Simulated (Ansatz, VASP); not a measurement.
WSe3: VASP beside Ansatz

```
W Se
1.0
     3.57724    0.00000    0.00000
     0.00000    3.57724    0.00000
     0.00000    0.00000    8.29735
W Se
1 3
Direct
  0.50000 0.50000 0.50000
  0.00000 0.00000 0.28836
  0.00000 0.00000 0.71164
  0.00000 0.00000 0.00000
```

Alike in both runs: task relaxation of cell and atoms; functional PBE; k mesh 6 × 6 × 2; occupations gaussian, width 0.1 eV; no spin polarisation.

```csv
,VASP,Ansatz
version,VASP 6.6.1,Ansatz 0.2.0
potentials or method,"VASP PAW PBE potentials, release 64 (W_sv, Se), cutoff 600 eV","scalar-relativistic, plane waves, PAW"
valence electrons in the cell,32,62
```

```tsv
	VASP	Ansatz	Ansatz less VASP
gap on the k mesh at the Fermi level, each at its own relaxed structure (eV)	none	none	-
relaxed volume (Å³/atom)	25.16	25.28	+0.122
relaxed cell length with the largest relative difference (Å)	11.044	11.129	+0.0855
```

A gap of «none» marks a metal or a gap that the smearing closes. VASP's potentials hold 32 valence electrons a cell and Ansatz's 62, so a difference there can come from the potentials and not from the codes.

The k mesh is coarse, so the values compare programs but aren't converged. Spin-orbit coupling is off throughout.
